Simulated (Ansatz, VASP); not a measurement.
Two plane-wave programs on Cu3Pt

```
CELL_PARAMETERS angstrom
3.63426 0.00000 0.00000
0.00000 3.63426 0.00000
0.00000 0.00000 3.63426
ATOMIC_POSITIONS crystal
Cu 0.00000 0.50000 0.50000
Cu 0.50000 0.00000 0.50000
Cu 0.50000 0.50000 0.00000
Pt 0.00000 0.00000 0.00000
```

Change from the starting cell: volume scaled by 0.94, PAW files.

Alike in both runs: task electric field gradients; functional LDA; k mesh 9 × 9 × 9; occupations fermi-dirac, width 0.05 eV; no spin polarisation.

|  | VASP | Ansatz |
| --- | --- | --- |
| version | VASP 6.6.1 | Ansatz 0.2.0 |
| potentials or method | VASP PAW LDA potentials, release 64 (Cu, Pt) | PAW with Ansatz's default frozen-core files, scalar-relativistic |
| plane-wave cutoff (eV) | 520 | 420 |
| valence electrons in the cell | 43 | 75 |

Ansatz gave:

* pressure (GPa): -0.8
* size of Vzz on the site where it differs most (V/Å²): 27.4

Question: Estimate VASP's values.

Answer: Pressure (GPa): 0.1; size of Vzz on the site where it differs most (V/Å²): 31.6.

LDA's correlation is that of Perdew and Zunger in VASP and of Perdew and Wang (1992) in Ansatz. VASP's potentials hold 43 valence electrons a cell and Ansatz's 75, so a difference there can come from the potentials and not from the codes.

Neither program's run includes spin-orbit coupling.
